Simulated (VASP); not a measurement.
# Zn16TeS15 (a cell with a defect) in VASP: single point with PBE

Aim: the single point of Zn16TeS15 (a cell with a defect) with PBE.

Program: VASP 6.6.1. These are calculated values, not measurements. Logs are shortened: lines on timing, memory, paths and dates and some standing lists are left out, and cuts for length are marked.

### 1 The cell of the first run

The cell holds a defect, 32 atoms: a = 7.622 Å, b = 7.622 Å, c = 12.468 Å, α = 90.00°, β = 90.00°, γ = 120.00°.

### 2 Single point, PBE

INCAR reads:

```
SYSTEM = Zn16TeS15
  ALGO = Normal
  EDIFF = 1E-7
  ENCUT = 520
  GGA = PE
  ISIF = 2
  ISMEAR = -1
  LASPH = .TRUE.
  LCHARG = .FALSE.
  LREAL = Auto
  LWAVE = .FALSE.
  NBANDS = 166
  NELM = 60
  PREC = Accurate
  SIGMA = 0.01
```

KPOINTS reads:

```
k-points
0
G
  3 3 2
  0 0 0
```

POSCAR reads:

```
Zn16TeS15
1.0
    7.6220000000      0.0000000000      0.0000000000
   -3.8110000000      6.6008456276      0.0000000000
    0.0000000000      0.0000000000     12.4680000000
Zn Te S
16 1 15
Direct
    0.1666666667      0.3333333333     -0.0182150718
    0.1666666667      0.3333333333      0.5013059841
    0.1683205358      0.8341602679      0.0025631156
    0.1634670841      0.8317335421      0.5050108801
    0.6658397321      0.3316794642      0.0025631156
    0.6682664579      0.3365329159      0.5050108801
    0.6658397321      0.8341602679      0.0025631156
    0.6682664579      0.8317335421      0.5050108801
    0.3447023582      0.1552976418      0.2599034075
    0.3343982404      0.1656017596      0.7490365266
    0.3447023582      0.6894047164      0.2599034075
    0.3343982404      0.6687964809      0.7490365266
    0.8105952836      0.1552976418      0.2599034075
    0.8312035191      0.1656017596      0.7490365266
    0.8333333333      0.6666666667      0.2525961905
    0.8333333333      0.6666666667      0.7563885008
    0.1666666667      0.3333333333      0.1864146911
    0.1666666667      0.3333333333      0.6890100838
    0.1661574141      0.8330787071      0.1897913012
    0.1632751477      0.8316375738      0.6905695906
    0.6669212929      0.3338425859      0.1897913012
    0.6683624262      0.3367248523      0.6905695906
    0.6669212929      0.8330787071      0.1897913012
    0.6683624262      0.8316375738      0.6905695906
    0.3351569912      0.1648430088      0.4449862128
    0.3362733589      0.1637266411      0.9348848624
    0.3351569912      0.6703139823      0.4449862128
    0.3362733589      0.6725467178      0.9348848624
    0.8296860177      0.1648430088      0.4449862128
    0.8274532822      0.1637266411      0.9348848624
    0.8333333333      0.6666666667      0.4394734300
    0.8333333333      0.6666666667      0.9427885010
```

Potentials or basis: VASP PAW PBE potentials, release 64 (Zn, Te, S).

Command:

```console
$ cat potpaw_PBE.64/Zn/POTCAR potpaw_PBE.64/Te/POTCAR potpaw_PBE.64/S/POTCAR > POTCAR
$ mpirun -np 1 vasp_std > vasp.out
```

OUTCAR:

```text
SYSTEM = Zn16TeS15
   EDIFF = 1E-7
   ENCUT = 520
   GGA = PE
   ISIF = 2
   ISMEAR = -1
   LASPH = .TRUE.
   LREAL = Auto
   NELM = 60
   PREC = Accurate

 ion  position               nearest neighbor table
   1  0.167  0.333  0.982-  26 2.31  28 2.31  30 2.31  17 2.55
   2  0.167  0.333  0.501-  27 2.33  25 2.33  29 2.33  18 2.34
   3  0.168  0.834  0.003-  32 2.33  26 2.33  28 2.33  19 2.33
   4  0.163  0.832  0.505-  20 2.31  25 2.32  27 2.32  31 2.33
   5  0.666  0.332  0.003-  32 2.33  26 2.33  30 2.33  21 2.33
   6  0.668  0.337  0.505-  22 2.31  25 2.32  29 2.32  31 2.33
[... 24 lines left out ...]
  31  0.833  0.667  0.439-   6 2.33   8 2.33   4 2.33  15 2.33
  32  0.833  0.667  0.943-  16 2.32   7 2.33   5 2.33   3 2.33

  LATTYP: Found a hexagonal cell.
 ALAT       =     7.6220000000
 C/A-ratio  =     1.6357911309

  Lattice vectors:

 A1 = (   7.6220000000,   0.0000000000,   0.0000000000)
 A2 = (  -3.8110000000,   6.6008456276,   0.0000000000)
 A3 = (   0.0000000000,   0.0000000000,  12.4680000000)

Analysis of symmetry for initial positions (statically):
=====================================================================
 Subroutine PRICEL returns:
 Original cell was already a primitive cell.

 Routine SETGRP: Setting up the symmetry group for a
 hexagonal supercell.

 Subroutine GETGRP returns: Found  6 space group operations
 (whereof  2 operations were pure point group operations)
 out of a pool of 24 trial point group operations.

The static configuration has the point symmetry C_1h.
 The point group associated with its full space group is C_3v.

Analysis of symmetry for dynamics (positions and initial velocities):
=====================================================================
 Subroutine PRICEL returns:
 Original cell was already a primitive cell.

 Routine SETGRP: Setting up the symmetry group for a
 hexagonal supercell.

 Subroutine GETGRP returns: Found  6 space group operations
 (whereof  2 operations were pure point group operations)
 out of a pool of 24 trial point group operations.

The dynamic configuration has the point symmetry C_1h.
 The point group associated with its full space group is C_3v.

 Subroutine INISYM returns: Found  6 space group operations
 (whereof  2 operations are pure point group operations),
[... 137 lines left out ...]
   EDIFF  = 0.1E-06   stopping-criterion for ELM
   LREAL  =      T    real-space projection
   EDIFFG = 0.1E-05   stopping-criterion for IOM
   NSW    =      0    number of steps for IOM
   IBRION =     -1    ionic relax: 0-MD 1-quasi-New 2-CG
   NFREE  =      0    steps in history (QN), initial steepest desc. (CG)
   ISIF   =      2    stress and relaxation
   ISYM   =      2    0-nonsym 1-usesym 2-fastsym
   POTIM  = 0.5000    time-step for ionic-motion
   TEBEG  =    0.0;   TEEND  =   0.0 temperature during run
   PSTRESS=    0.0 pullay stress
   NELECT =     288.0000    total number of electrons
   NUPDOWN=      -1.0000    fix difference up-down
   EMIN   =  10.00;   EMAX   =-10.00  energy-range for DOS
   EFERMI =   0.00;   METHOD = LEGACY
   ISMEAR =    -1;   SIGMA  =   0.01  broadening in eV -4-tet -1-fermi 0-gaus
   EFERMI_NEDOS =   21; number of points for ismear=-14 and -15
   IALGO  =     38    algorithm
   IMIX   =      4    mixing-type and parameters
     AMIX     =   0.40;   BMIX     =  1.00
     AMIX_MAG =   1.60;   BMIX_MAG =  1.00
  volume/ion in A,a.u.               =      19.60       132.29
  Fermi-wavevector in a.u.,A,eV,Ry     =   1.262943  2.386617 21.701647  1.595026
  Thomas-Fermi vector in A             =   2.396326
   LORBIT       =      0    0 simple, 1 ext, 2 COOP (PROOUT), +10 PAW based schemes
   GGA     = PE    functional components
   LHFCALC =     F    Hartree Fock is set to
   AEXX    =    0.0000 exact exchange contribution
   IVDW    =     0    specifies the selected vdW correction
   LEPSILON=     F    determine dielectric tensor
   LRPA    =     F    only Hartree local field effects (RPA)
 non-spin polarized calculation
  energy-cutoff  :      520.00
  volume of cell :      627.29
 maximum number of plane-waves:     16944
 NGX is ok and might be reduce to    60
   NGX = 29   NGY = 29   NGZ = 47

 number of electron     288.0000085 magnetization

 Free energy of the ion-electron system (eV)
  ---------------------------------------------------
  ext. energy  EPLUGINS =         0.00000000
  ---------------------------------------------------
  free energy    TOTEN  =      -106.85998174 eV

  energy without entropy =     -106.85998174  energy(sigma->0) =     -106.85998174

 E-fermi :   3.1017     XC(G=0):  -9.7269

 val. band max:        2.8558070591   @ k =   0.0000   0.0000   0.0000
 cond. band min:       4.6757449028   @ k =   0.0000   0.0000   0.0000
 fundamental gap:      1.8199378438
 Fermi energy:         3.1017006753

 k-point     1 :       0.0000    0.0000    0.0000
  band No.  band energies     occupation
      1     -10.8463      2.00000
      2     -10.4377      2.00000
      3     -10.3689      2.00000
      4      -9.9415      2.00000
      5      -9.9415      2.00000
      6      -9.9193      2.00000
[... 943 lines left out ...]
    155       7.3656      0.00000
    156       7.4652      0.00000
 [bands above 156 left out]

------------------------ aborting loop because EDIFF is reached ----------------------------------------

  FORCE on cell =-STRESS in cart. coord.  units (eV):
  Direction    XX          YY          ZZ          XY          YZ          ZX
  --------------------------------------------------------------------------------------
  -------------------------------------------------------------------------------------
  Total       16.6859786     16.6859786     18.2375437      0.0000000      0.0000000     -0.0000000
  in kB       42.6183814     42.6183814     46.5813009      0.0000000      0.0000000     -0.0000000
  external PRESSURE =      43.9393546 kB  Pullay stress =       0.0000000 kB

 VOLUME and BASIS-vectors are now :
 -----------------------------------------------------------------------------
  energy-cutoff  :      520.00
  volume of cell :      627.29
      direct lattice vectors                 reciprocal lattice vectors
     7.622000000  0.000000000  0.000000000     0.131199160  0.075747871  0.000000000
    -3.811000000  6.600845628  0.000000000     0.000000000  0.151495741  0.000000000
     0.000000000  0.000000000 12.468000000     0.000000000  0.000000000  0.080205326

 POSITION                                       TOTAL-FORCE (eV/Angst)
 -----------------------------------------------------------------------------------
      0.00000      2.20028     12.24089         0.000000      0.000000      0.001729
      0.00000      2.20028      6.25028         0.000000      0.000000      0.003450
     -1.89605      5.50616      0.03196         0.000266      0.000153     -0.007073
     -1.92379      5.49014      6.29648        -0.001728     -0.000998      0.007549
      3.81100      2.18936      0.03196         0.000000     -0.000307     -0.007073
      3.81100      2.22140      6.29648         0.000000      0.001996      0.007549
[... 24 lines left out ...]
      3.81100      4.40056      5.47935         0.000000     -0.000000     -0.002648
      3.81100      4.40056     11.75469         0.000000      0.000000      0.010312
 -----------------------------------------------------------------------------------
    total drift:                                0.000006     -0.000005      0.016988

  FREE ENERGIE OF THE ION-ELECTRON SYSTEM (eV)
  ---------------------------------------------------
  free  energy   TOTEN  =      -106.8599817351 eV

  energy  without entropy=     -106.8599817351  energy(sigma->0) =     -106.85998174
```

stdout:

```text
POSCAR found type information on POSCAR ZnTeS
 POSCAR found :  3 types and      32 ions
 scaLAPACK will be used
 LDA part: xc-table for (Slater+PW92), standard interpolation
 POSCAR, INCAR and KPOINTS ok, starting setup
 FFT: planning ... GRIDC
 FFT: planning ... GRID_SOFT
 FFT: planning ... GRID
 WAVECAR not read
 entering main loop
```

Run time: 63 min. Hardware: 1 thread of Oxide Virtual Turin-like, shared host; peak memory 0.9 GiB.

What came out:

* Free energy: -106.8600 eV
* Pressure: 4.4 GPa
* Largest force: 0.020 eV/Å
* Band gap on the k mesh: 1.82 eV

Forces on the atoms (eV/Å):
```
Zn   0.000  0.000  0.002
Zn   0.000  0.000  0.003
Zn   0.000  0.000 -0.007
Zn  -0.002 -0.001  0.008
Zn   0.000  0.000 -0.007
Zn   0.000  0.002  0.008
Zn   0.000  0.000 -0.007
Zn   0.002 -0.001  0.008
Zn  -0.005  0.003  0.008
Zn   0.001 -0.001 -0.012
Zn   0.000 -0.005  0.008
Zn   0.000  0.001 -0.012
Zn   0.005  0.003  0.008
Zn  -0.001 -0.001 -0.012
Zn   0.000  0.000  0.008
Zn   0.000  0.000 -0.009
Te   0.000  0.000 -0.020
S    0.000  0.000  0.004
S   -0.003 -0.002  0.000
S    0.001  0.001  0.003
S    0.000  0.004  0.000
S    0.000 -0.002  0.003
S    0.003 -0.002  0.000
S   -0.001  0.001  0.003
S   -0.004  0.002 -0.007
S    0.003 -0.002  0.009
S    0.000 -0.005 -0.007
S    0.000  0.003  0.009
S    0.004  0.002 -0.007
S   -0.003 -0.002  0.009
S    0.000  0.000 -0.003
S    0.000  0.000  0.010
```

Levels at points of the mesh, in eV from the valence-band top:
| k point | band 141 | band 142 | band 143 | band 144 | band 145 | band 146 | band 147 | band 148 |
| --- | --- | --- | --- | --- | --- | --- | --- | --- |
| (0.00, 0.00, 0.00) | -0.67 | -0.37 | 0.00 | 0.00 | 1.82 | 2.61 | 2.95 | 3.04 |
| (0.00, 0.00, 0.50) | -0.62 | -0.62 | -0.02 | -0.02 | 2.63 | 2.67 | 2.72 | 2.75 |

Caveat: spin-orbit coupling is left out, which moves the levels of the heavy elements.
